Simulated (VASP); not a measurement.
Set up this calculation in VASP 6.6.1, as the native input.

```
Task                   : single point
Functional             : r2SCAN
Potentials or basis    : VASP PAW PBE potentials, release 64 (Ga_d, P)
Cutoff                 : 520 eV
k mesh                 : 16 × 16 × 16
Occupations            : gaussian, width 0.1 eV
Spin                   : no spin polarisation
Dipole correction      : no
Further INCAR settings : ALGO = Normal; EDIFF = 1e-07; NBANDS = 16
```

Crystal: GaP (ordered beta-tin type).

```
CELL_PARAMETERS angstrom
-2.30356 2.30356 1.28707
2.30356 -2.30356 1.28707
2.30356 2.30356 -1.28707
ATOMIC_POSITIONS crystal
Ga 0.00000 0.00000 0.00000
P 0.75000 0.25000 0.50000
```

These files were run (other wordings do the same):

POSCAR

```
GaP
1.0
   -2.3035558024      2.3035558024      1.2870727889
    2.3035558024     -2.3035558024      1.2870727889
    2.3035558024      2.3035558024     -1.2870727889
Ga P
1 1
Direct
    0.0000000000      0.0000000000      0.0000000000
    0.7500000000      0.2500000000      0.5000000000
```

INCAR.step1

```
PREC = Accurate
ENCUT = 520
ISMEAR = 0
SIGMA = 0.1
LREAL = False
LASPH = True
NELM = 80
NBANDS = 16
GGA = PE
ALGO = Normal
EDIFF = 1E-4
LWAVE = True
LCHARG = False
```

INCAR.step2

```
PREC = Accurate
ENCUT = 520
EDIFF = 1E-7
ISMEAR = 0
SIGMA = 0.1
LREAL = False
LASPH = True
NELM = 80
ALGO = Normal
ISIF = 2
LWAVE = False
LCHARG = False
METAGGA = R2SCAN
LMIXTAU = True
NBANDS = 16
ISTART = 1
```

KPOINTS

```
regular mesh
0
Gamma
  16 16 16
```

Potentials or basis: VASP PAW PBE potentials, release 64 (Ga_d, P).

Command:

```sh
$ cat potpaw_PBE.64/Ga_d/POTCAR potpaw_PBE.64/P/POTCAR > POTCAR
$ cp INCAR.step1 INCAR
$ mpirun -np 1 vasp_std > vasp.out
$ cp INCAR.step2 INCAR
$ mpirun -np 1 vasp_std > vasp.out
```

Results of the run:

```yaml
Pressure: 23.9 GPa
Band_gap_on_the_k_mesh: zero (bands 9 and 10 overlap by 6.91 eV)
```

Caveat: the cell stands under pressure; the PAW data sets were made with another functional, which shifts forces and pressure a little.

Run time: 14 min on 1 thread of AMD EPYC 7R13 Processor (Zen 3), with other jobs on the host, peak memory 0.26 GiB.
